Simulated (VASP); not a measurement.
# KNa3Cl4 (P1) in VASP: notebook

Runs on KNa3Cl4. Level: PBEsol. Tasks: single point.

Everything below comes from runs of VASP 6.6.1. Logs are shortened: lines on timing, memory, paths and dates and some standing lists are left out, and cuts for length are marked.

**1. The cell of the first run**

The typed cell holds 16 atoms: a = 8.093 Å, b = 8.093 Å, c = 8.093 Å, α = 60.00°, β = 60.00°, γ = 60.00°.

**2. Single point, PBEsol**

INCAR

```
SYSTEM = KNa3Cl4
PREC = Accurate
ENCUT = 520
EDIFF = 1E-7
ISMEAR = -1
SIGMA = 0.05
LREAL = Auto
LASPH = .TRUE.
NELM = 100
ALGO = Normal
ISIF = 2
LWAVE = .FALSE.
LCHARG = .TRUE.
GGA = PS
LELF = .TRUE.
LVHAR = .TRUE.
NBANDS = 72
```

KPOINTS

```
Automatic mesh
0
Gamma
  2 2 2
  0.5 0.5 0.5
```

POSCAR

```
KNa3Cl4
1.0
    0.0000000000      5.7222900000      5.7222900000
    5.7222900000      0.0000000000      5.7222900000
    5.7222900000      5.7222900000      0.0000000000
Cl Na K
8 6 2
Direct
    0.7526810000      0.2490870000      0.2481840000
    0.2494400000      0.7568950000      0.7460650000
    0.2500300000      0.7509940000      0.2514450000
    0.7455060000      0.2513020000      0.7503040000
    0.2514150000      0.2499380000      0.7481050000
    0.7491040000      0.7494810000      0.2464790000
    0.2534650000      0.2473690000      0.2464610000
    0.7538370000      0.7509850000      0.7481880000
    0.0023080000      0.0011340000      0.9971530000
    0.4928390000      0.5024450000      0.5032690000
    0.5078100000      0.4998460000      0.9961580000
    0.0041290000      0.4961990000      0.0010740000
    0.4963550000      0.0009110000      0.0006350000
    0.9972650000      0.4962120000      0.5042080000
    0.0012850000      0.0024180000      0.4990810000
    0.4987810000      0.9986960000      0.4958800000
```

Potentials or basis: VASP PAW PBE potentials, release 64 (Cl, Na_pv, K_sv).

Run with:

```console
> cat potpaw_PBE.64/Cl/POTCAR potpaw_PBE.64/Na_pv/POTCAR potpaw_PBE.64/K_sv/POTCAR > POTCAR
> mpirun -np 1 vasp_std > vasp.out
```

OUTCAR:

```text
SYSTEM = KNa3Cl4
   PREC = Accurate
   ENCUT = 520
   EDIFF = 1E-7
   ISMEAR = -1
   LREAL = Auto
   LASPH = .TRUE.
   NELM = 100
   ISIF = 2
   GGA = PS

 ion  position               nearest neighbor table
   1  0.753  0.249  0.248-  15 2.86  16 2.89
   2  0.249  0.757  0.746-  16 2.81  15 2.83
   3  0.250  0.751  0.251-  15 2.86
   4  0.746  0.251  0.750-  15 2.86
   5  0.251  0.250  0.748-  16 2.88
   6  0.749  0.749  0.246-  16 2.85
   7  0.253  0.247  0.246-  16 2.83  15 2.85
   8  0.754  0.751  0.748-  15 2.85  16 2.90
   9  0.002  0.001  0.997-
  10  0.493  0.502  0.503-
  11  0.508  0.500  0.996-
  12  0.004  0.496  0.001-
  13  0.496  0.001  0.001-
  14  0.997  0.496  0.504-
  15  0.001  0.002  0.499-   2 2.83   7 2.85   8 2.85   3 2.86   1 2.86   4 2.86
  16  0.499  0.999  0.496-   2 2.81   7 2.83   6 2.85   5 2.88   1 2.89   8 2.90

  LATTYP: Found a face centered cubic cell.
 ALAT       =    11.4445800000

  Lattice vectors:

 A1 = (   0.0000000000,   5.7222900000,   5.7222900000)
 A2 = (   5.7222900000,   0.0000000000,   5.7222900000)
 A3 = (   5.7222900000,   5.7222900000,   0.0000000000)

Analysis of symmetry for initial positions (statically):
=====================================================================
 Subroutine PRICEL returns:
 Original cell was already a primitive cell.

 Routine SETGRP: Setting up the symmetry group for a
 face centered cubic supercell.

 Subroutine GETGRP returns: Found  1 space group operations
 (whereof  1 operations were pure point group operations)
 out of a pool of 48 trial point group operations.

The static configuration has the point symmetry C_1 .

Analysis of symmetry for dynamics (positions and initial velocities):
=====================================================================
 Subroutine PRICEL returns:
 Original cell was already a primitive cell.

 Routine SETGRP: Setting up the symmetry group for a
 face centered cubic supercell.

 Subroutine GETGRP returns: Found  1 space group operations
 (whereof  1 operations were pure point group operations)
 out of a pool of 48 trial point group operations.

The dynamic configuration has the point symmetry C_1 .

 Subroutine INISYM returns: Found  1 space group operations
 (whereof  1 operations are pure point group operations),
 and found     1 'primitive' translations

----------------------------------------------------------------------------------------

                                     Primitive cell

  volume of cell :     374.7482

  direct lattice vectors                    reciprocal lattice vectors
     0.000000000  5.722290000  5.722290000    -0.087377606  0.087377606  0.087377606
     5.722290000  0.000000000  5.722290000     0.087377606 -0.087377606  0.087377606
     5.722290000  5.722290000  0.000000000     0.087377606  0.087377606 -0.087377606

  length of vectors
     8.092540126  8.092540126  8.092540126     0.151342453  0.151342453  0.151342453

  position of ions in fractional coordinates (direct lattice)
     0.752681000  0.249087000  0.248184000
     0.249440000  0.756895000  0.746065000
     0.250030000  0.750994000  0.251445000
     0.745506000  0.251302000  0.750304000
     0.251415000  0.249938000  0.748105000
     0.749104000  0.749481000  0.246479000
[... 8 lines left out ...]
     0.001285000  0.002418000  0.499081000
     0.498781000  0.998696000  0.495880000

  ion indices of the primitive-cell ions
   primitive index   ion index
                 1           1
                 2           2
                 3           3
                 4           4
                 5           5
                 6           6
[... 8 lines left out ...]
                15          15
                16          16

----------------------------------------------------------------------------------------

 KPOINTS: Automatic mesh

Automatic generation of k-mesh.
 Grid dimensions read from file:
 generate k-points for:    2    2    2

 Generating k-lattice:

  Cartesian coordinates                     Fractional coordinates (reciprocal lattice)
    -0.043688803  0.043688803  0.043688803     0.500000000  0.000000000  0.000000000
     0.043688803 -0.043688803  0.043688803     0.000000000  0.500000000  0.000000000
     0.043688803  0.043688803 -0.043688803     0.000000000  0.000000000  0.500000000

  Length of vectors
     0.075671226  0.075671226  0.075671226

  Shift w.r.t. Gamma in fractional coordinates (k-lattice)
     0.500000000  0.500000000  0.500000000

 Subroutine IBZKPT returns following result:
 ===========================================

 Found     16 irreducible k-points:

 Following reciprocal coordinates:
            Coordinates               Weight
  0.250000  0.250000  0.250000      2.000000
  0.250000  0.000000  0.000000      2.000000
  0.000000  0.000000 -0.250000      2.000000
  0.000000  0.250000  0.000000      2.000000
 -0.250000  0.250000  0.250000      2.000000
  0.250000 -0.250000  0.250000      2.000000
[... 8 lines left out ...]
  0.000000  0.250000  0.500000      2.000000
  0.500000  0.250000  0.000000      2.000000
   k-points           NKPTS =     16   k-points in BZ     NKDIM =     16   number of bands    NBANDS=     72
   number of dos      NEDOS =    301   number of ions     NIONS =     16
   total plane-waves  NPLWV = 216000
   dimension x,y,z NGX =    60 NGY =   60 NGZ =   60
   dimension x,y,z NGXF=   120 NGYF=  120 NGZF=  120
   ions per type =               8   6   2
   NGX,Y,Z   is equivalent  to a cutoff of  12.33, 12.33, 12.33 a.u.
   NGXF,Y,Z  is equivalent  to a cutoff of  24.65, 24.65, 24.65 a.u.
 SYSTEM =  KNa3Cl4
   PREC   = accura    normal or accurate (medium, high low for compatibility)
   ISTART =      0    job   : 0-new  1-cont  2-samecut
   ICHARG =      2    charge: 1-file 2-atom 10-const
   ISPIN  =      1    spin polarized calculation?
   LNONCOLLINEAR =      F non collinear calculations
   LSORBIT =      F    spin-orbit coupling
   LASPH  =      T    aspherical Exc in radial PAW
   ENCUT  =  520.0 eV  38.22 Ry    6.18 a.u.  15.05 15.05 15.05*2*pi/ulx,y,z
   NELM   =    100;   NELMIN=  2; NELMDL= -5     # of ELM steps
   EDIFF  = 0.1E-06   stopping-criterion for ELM
   LREAL  =      T    real-space projection
   EDIFFG = 0.1E-05   stopping-criterion for IOM
   NSW    =      0    number of steps for IOM
   IBRION =     -1    ionic relax: 0-MD 1-quasi-New 2-CG
   NFREE  =      0    steps in history (QN), initial steepest desc. (CG)
   ISIF   =      2    stress and relaxation
   ISYM   =      2    0-nonsym 1-usesym 2-fastsym
   POTIM  = 0.5000    time-step for ionic-motion
   TEBEG  =    0.0;   TEEND  =   0.0 temperature during run
   PSTRESS=    0.0 pullay stress
   NELECT =     116.0000    total number of electrons
   NUPDOWN=      -1.0000    fix difference up-down
   EMIN   =  10.00;   EMAX   =-10.00  energy-range for DOS
   EFERMI =   0.00;   METHOD = LEGACY
   ISMEAR =    -1;   SIGMA  =   0.05  broadening in eV -4-tet -1-fermi 0-gaus
   EFERMI_NEDOS =   21; number of points for ismear=-14 and -15
   IALGO  =     38    algorithm
   IMIX   =      4    mixing-type and parameters
     AMIX     =   0.40;   BMIX     =  1.00
     AMIX_MAG =   1.60;   BMIX_MAG =  1.00
  volume/ion in A,a.u.               =      23.42       158.06
  Fermi-wavevector in a.u.,A,eV,Ry     =   1.107425  2.092730 16.686049  1.226390
  Thomas-Fermi vector in A             =   2.243939
   LORBIT       =      0    0 simple, 1 ext, 2 COOP (PROOUT), +10 PAW based schemes
   GGA     = PS    functional components
   LHFCALC =     F    Hartree Fock is set to
   AEXX    =    0.0000 exact exchange contribution
   IVDW    =     0    specifies the selected vdW correction
   LEPSILON=     F    determine dielectric tensor
   LRPA    =     F    only Hartree local field effects (RPA)
 non-spin polarized calculation
  energy-cutoff  :      520.00
  volume of cell :      374.75
 maximum number of plane-waves:     10095
   NGX = 31   NGY = 31   NGZ = 31

 number of electron     116.0000003 magnetization

 Free energy of the ion-electron system (eV)
  ---------------------------------------------------
  ext. energy  EPLUGINS =         0.00000000
  ---------------------------------------------------
  free energy    TOTEN  =       -55.30798099 eV

  energy without entropy =      -55.30798099  energy(sigma->0) =      -55.30798099

 E-fermi :   0.2577     XC(G=0):  -8.3625

 val. band max:       -0.9148660511   @ k =   0.2500   0.2500   0.2500
 cond. band min:       4.5739608222   @ k =   0.0000   0.0000  -0.2500
 fundamental gap:      5.4888268733
 Fermi energy:         0.2576880687

 k-point     1 :       0.2500    0.2500    0.2500
  band No.  band energies     occupation
      1     -27.2340      2.00000
      2     -27.2026      2.00000
      3     -21.7608      2.00000
      4     -21.7580      2.00000
      5     -21.7567      2.00000
      6     -21.7205      2.00000
[... 62 lines left out ...]
     69       7.5158      0.00000
     70       8.4340      0.00000

 k-point     2 :       0.2500    0.0000    0.0000
  band No.  band energies     occupation
      1     -27.2340      2.00000
      2     -27.2026      2.00000
      3     -21.7608      2.00000
      4     -21.7579      2.00000
      5     -21.7568      2.00000
      6     -21.7205      2.00000
[... 62 lines left out ...]
     69       7.5164      0.00000
     70       8.4347      0.00000

 k-point     3 :       0.0000    0.0000   -0.2500
  band No.  band energies     occupation
      1     -27.2349      2.00000
      2     -27.2016      2.00000
      3     -21.7605      2.00000
      4     -21.7581      2.00000
      5     -21.7565      2.00000
      6     -21.7208      2.00000
[... 938 lines left out ...]
     69       7.9957      0.00000
     70       8.0704      0.00000

 k-point    16 :       0.5000    0.2500    0.0000
  band No.  band energies     occupation
      1     -27.2331      2.00000
      2     -27.2035      2.00000
      3     -21.7605      2.00000
      4     -21.7574      2.00000
      5     -21.7565      2.00000
      6     -21.7208      2.00000
[... 62 lines left out ...]
     69       7.7208      0.00000
     70       7.9629      0.00000
 [bands above 70 left out]

------------------------ aborting loop because EDIFF is reached ----------------------------------------

  FORCE on cell =-STRESS in cart. coord.  units (eV):
  Direction    XX          YY          ZZ          XY          YZ          ZX
  --------------------------------------------------------------------------------------
  -------------------------------------------------------------------------------------
  Total        2.8385707      3.0134543      3.1708282      0.0320501      0.0696169     -0.0474054
  in kB       12.1358645     12.8835516     13.5563791      0.1370252      0.2976361     -0.2026744
  external PRESSURE =      12.8585984 kB  Pullay stress =       0.0000000 kB

 VOLUME and BASIS-vectors are now :
 -----------------------------------------------------------------------------
  energy-cutoff  :      520.00
  volume of cell :      374.75
      direct lattice vectors                 reciprocal lattice vectors
     0.000000000  5.722290000  5.722290000    -0.087377606  0.087377606  0.087377606
     5.722290000  0.000000000  5.722290000     0.087377606 -0.087377606  0.087377606
     5.722290000  5.722290000  0.000000000     0.087377606  0.087377606 -0.087377606

 POSITION                                       TOTAL-FORCE (eV/Angst)
 -----------------------------------------------------------------------------------
      2.84553      5.72724      5.73241         0.008932     -0.506655      0.438883
      8.60037      5.69657      5.75854        -0.006556      0.607928     -0.643097
      5.73625      2.86959      5.72815        -0.550493     -0.030696     -0.038476
      5.73148      8.55946      5.70402         0.483465      0.016698      0.037214
      5.71109      5.71954      2.86889         0.461202     -0.016363     -0.020393
      5.69917      5.69701      8.57534        -0.495260      0.057824      0.009967
[... 8 lines left out ...]
      2.86972      2.86324      0.02119         0.019418     -0.081458     -0.052176
      8.55240      5.69174      8.56900         0.040766      0.172628      0.196987
 -----------------------------------------------------------------------------------
    total drift:                                0.004212     -0.002977      0.005315

  FREE ENERGIE OF THE ION-ELECTRON SYSTEM (eV)
  ---------------------------------------------------
  free  energy   TOTEN  =       -55.3079809867 eV

  energy  without entropy=      -55.3079809866  energy(sigma->0) =      -55.30798099
```

Wall time 7.2 min (1 thread of Intel Xeon 6975P-C (Granite Rapids), shared host); peak memory 0.61 GiB.

Results:

| Property | Result |
| --- | --- |
| Free energy | -55.3080 eV |
| Pressure | 1.3 GPa |
| Largest force | 0.885 eV/Å |
| Band gap on the k mesh | 5.49 eV |

Forces on the atoms (eV/Å):
```
Cl   0.009 -0.507  0.439
Cl  -0.007  0.608 -0.643
Cl  -0.550 -0.031 -0.038
Cl   0.483  0.017  0.037
Cl   0.461 -0.016 -0.020
Cl  -0.495  0.058  0.010
Cl   0.068 -0.559  0.554
Cl  -0.015  0.403 -0.537
Na   0.021  0.011 -0.049
Na  -0.058  0.011  0.046
Na   0.051 -0.021 -0.031
Na   0.031 -0.050  0.013
Na  -0.055  0.027  0.014
Na  -0.004 -0.042  0.062
K    0.019 -0.081 -0.052
K    0.041  0.173  0.197
```

Levels at points of the mesh, in eV from the valence-band top:
| k point | band 56 | band 57 | band 58 | band 59 | band 60 | band 61 |
| --- | --- | --- | --- | --- | --- | --- |
| (0.25, 0.25, 0.25) | -0.25 | -0.01 | 0.00 | 5.49 | 7.05 | 7.43 |

Caveat: the PAW data sets were made with another functional, which shifts forces and pressure a little; a shifted mesh leaves out Γ, where band edges can lie.

**3. Single point, PBEsol**

INCAR

```
SYSTEM = KNa3Cl4
ALGO     = Normal         ! electronic algorithm
EDIFF    = 1E-6           ! SCF threshold, eV
ENCUT    = 520            ! plane-wave cutoff, eV
GGA      = PS             ! functional
ISIF     = 2              ! what is computed and relaxed
ISMEAR   = 1              ! smearing method
LASPH    = .True.         ! aspherical terms in the spheres
LCHARG   = .False.        ! write CHGCAR
LREAL    = Auto         
LWAVE    = .False.        ! write WAVECAR
NBANDS   = 72             ! bands
NELM     = 100            ! most SCF steps
PREC     = Accurate       ! precision mode
SIGMA    = 0.05           ! smearing width, eV
```

KPOINTS is that of step 2.

POSCAR is that of step 2.

Potentials or basis: VASP PAW PBE potentials, release 64 (Cl, Na_pv, K_sv).

Run with:

```console
> cat potpaw_PBE.64/Cl/POTCAR potpaw_PBE.64/Na_pv/POTCAR potpaw_PBE.64/K_sv/POTCAR > POTCAR
> mpirun -np 1 vasp_std > vasp.out
```

Run time: 7 min. Hardware: 1 thread of Intel Xeon 6975P-C (Granite Rapids), shared host; peak memory 0.62 GiB.

It converged, with:

- Free energy: -55.3066 eV
- Pressure: 1.3 GPa
- Largest force: 0.885 eV/Å
- Band gap on the k mesh: 5.49 eV

Forces in eV/Å, atoms in the order of the input:
```
Cl   0.009 -0.507  0.439
Cl  -0.007  0.608 -0.643
Cl  -0.551 -0.031 -0.039
Cl   0.484  0.017  0.037
Cl   0.462 -0.016 -0.020
Cl  -0.496  0.058  0.010
Cl   0.068 -0.559  0.554
Cl  -0.015  0.403 -0.536
Na   0.021  0.011 -0.049
Na  -0.059  0.011  0.046
Na   0.051 -0.021 -0.032
Na   0.031 -0.050  0.013
Na  -0.055  0.027  0.014
Na  -0.004 -0.042  0.062
K    0.019 -0.081 -0.052
K    0.041  0.172  0.197
```

Stress tensor (GPa, compression positive):
```
 1.22  0.01 -0.02
 0.01  1.29  0.03
-0.02  0.03  1.35
```

Levels at points of the mesh, in eV from the valence-band top:
```tsv
k point	band 56	band 57	band 58	band 59	band 60	band 61
(0.25, 0.25, 0.25)	-0.25	-0.01	0.00	5.49	7.06	7.43
```

Caveat: the PAW data sets were made with another functional, which shifts forces and pressure a little; a shifted mesh leaves out Γ, where band edges can lie. A k mesh can miss the band edges.
